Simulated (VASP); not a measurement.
Wanted: the native input for a VASP 6.6.1 run.

| Property | Result |
| --- | --- |
| Task | single point |
| Functional | LDA |
| Potentials or basis | VASP PAW LDA potentials, release 64 (Mg, S) |
| Cutoff | 600 eV |
| k mesh | 5 × 5 × 5 |
| Occupations | gaussian, width 0.01 eV |
| Spin | no spin polarisation |
| Dipole correction | no |
| Further INCAR settings | ALGO = Normal; EDIFF = 1e-06; NBANDS = 11 |

The structure of MgS lies in POSCAR:

```
MgS
1.0
    0.0000000000      2.8518829309      2.8518829309
    2.8518829309      0.0000000000      2.8518829309
    2.8518829309      2.8518829309      0.0000000000
Mg S
1 1
Direct
    0.0000000000      0.0000000000      0.0000000000
    0.7500000000      0.7500000000      0.7500000000
```

The input as run:

INCAR

```
SYSTEM = MgS
ALGO     = Normal         ! electronic algorithm
EDIFF    = 1E-6           ! SCF threshold, eV
ENCUT    = 600            ! plane-wave cutoff, eV
GGA      = CA             ! functional
GGA_COMPAT= .FALSE.      
ISIF     = 2              ! what is computed and relaxed
ISMEAR   = 0              ! smearing method
LASPH    = .TRUE.         ! aspherical terms in the spheres
LCHARG   = .FALSE.        ! write CHGCAR
LREAL    = .FALSE.        ! projectors in reciprocal space
LWAVE    = .FALSE.        ! write WAVECAR
NBANDS   = 11             ! bands
NELM     = 120            ! most SCF steps
PREC     = Accurate       ! precision mode
SIGMA    = 0.01           ! smearing width, eV
```

KPOINTS

```
k-points
0
G
  5 5 5
  0 0 0
```

Potentials or basis: VASP PAW LDA potentials, release 64 (Mg, S).

Launch:

```bash
$ cat potpaw_LDA.64/Mg/POTCAR potpaw_LDA.64/S/POTCAR > POTCAR
$ mpirun -np 1 vasp_std > vasp.out
```

It gave:

* Pressure: -3.5 GPa
* Band gap on the k mesh: 3.08 eV, direct

It took 6.2 s on 1 thread of Intel Xeon 6975P-C (shared host), peak memory 0.15 GiB.
